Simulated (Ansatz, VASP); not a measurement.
One calculation of MgO, two programs

File INCAR:

```
SYSTEM = MgO
ALGO = Normal
EDIFF = 1E-6
ENCUT = 600
GGA = PS
GGA_COMPAT = .False.
ISIF = 2
ISMEAR = 0
LASPH = .True.
LCHARG = .False.
LREAL = .False.
LWAVE = .False.
NBANDS = 11
NELM = 120
PREC = Accurate
SIGMA = 0.01
```

File KPOINTS:

```
k-points
0
Gamma
  12 12 12
  0 0 0
```

POSCAR

```
MgO
1.0
    2.1276347480      0.0000000000      0.0000000000
    0.0000000000      2.1276347480      0.0000000000
    0.0000000000      0.0000000000      2.1276347480
Mg O
1 1
Direct
    0.0000000000      0.0000000000      0.0000000000
    0.5000000000      0.5000000000      0.5000000000
```

Input for Ansatz:

```yaml
crystal:
  lattice:
    - [2.127634748, 0.0, 0.0]
    - [0.0, 2.127634748, 0.0]
    - [0.0, 0.0, 2.127634748]
  atoms:
    - { symbol: Mg, position: [0.0, 0.0, 0.0] }
    - { symbol: O, position: [0.5, 0.5, 0.5] }
scf:
  occupations: { method: fixed }
output:
  forces: true
  stress: true
  eigenvalues: true
  write_density: true
  write_potential: true
  elf: true
  volumetric_format: npy
hamiltonian:
  xc: pbesol
basis:
  ecutwfc: 700
kpoints:
  mp_grid: { grid: [12, 12, 12] }
```

Alike in both runs: task single point; functional PBEsol; k mesh 12 × 12 × 12; no spin polarisation.

```csv
,VASP,Ansatz
version,VASP 6.6.1,Ansatz 0.2.0
potentials or method,"VASP PAW PBE potentials, release 64 (Mg, O), cutoff 600 eV","scalar-relativistic, plane waves, PAW"
occupations,"gaussian, width 0.01 eV",fixed
valence electrons in the cell,8,16
```

```csv
,VASP,Ansatz,Ansatz less VASP
gap on the k mesh at the Fermi level (eV),7.10,7.06,-0.046
least direct gap on the mesh (eV),7.10,7.06,-0.046
```

VASP's potentials were made for PBE, not for PBEsol. VASP's potentials hold 8 valence electrons a cell and Ansatz's 16, so a difference there can come from the potentials and not from the codes.
